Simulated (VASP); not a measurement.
## LiCl: single point with PBE

Crystal: LiCl.

```
Li Cl
1.0
     3.47272    0.00000    0.00000
    -1.73636    3.00746    0.00000
     0.00000    0.00000   11.50256
Li Cl
4 4
Direct
  0.33333 0.66667 0.87657
  0.66667 0.33333 0.12343
  0.66667 0.33333 0.37657
  0.33333 0.66667 0.62343
  0.66667 0.33333 0.75000
  0.00000 0.00000 0.00000
  0.33333 0.66667 0.25000
  0.00000 0.00000 0.50000
```

This cell differs from its parent crystal: volume scaled by 0.88, then relaxed in part.

- Program: VASP 6.6.1
- Task: single point
- Functional: PBE
- Potentials or basis: VASP PAW PBE potentials, release 64 (Li_sv, Cl)
- Cutoff: 520 eV
- k mesh: 6 × 6 × 2
- Occupations: gaussian, width 0.02 eV
- Spin: no spin polarisation
- Dipole correction: no
- Further INCAR settings: ALGO = Normal; EDIFF = 1e-06; NBANDS = 30

* Band gap on the k mesh: 6.87 eV, direct

Levels at points of the mesh, in eV from the valence-band top:
```csv
k point,band 18,band 19,band 20,band 21,band 22,band 23
"(0.00, 0.00, 0.00)",-0.09,0.00,0.00,6.87,7.04,7.61
"(0.50, 0.00, 0.00)",-0.81,-0.54,-0.34,6.93,7.69,8.12
"(0.00, 0.00, 0.50)",-0.04,-0.04,-0.04,7.10,7.10,7.49
"(0.50, 0.00, 0.50)",-0.85,-0.51,-0.51,7.44,7.44,8.24
```

Wall time 25 s on 1 thread of Intel(R) Xeon(R) 6975P-C (Granite Rapids) (shared host), peak memory 0.24 GiB.

 A k mesh can miss the band edges.
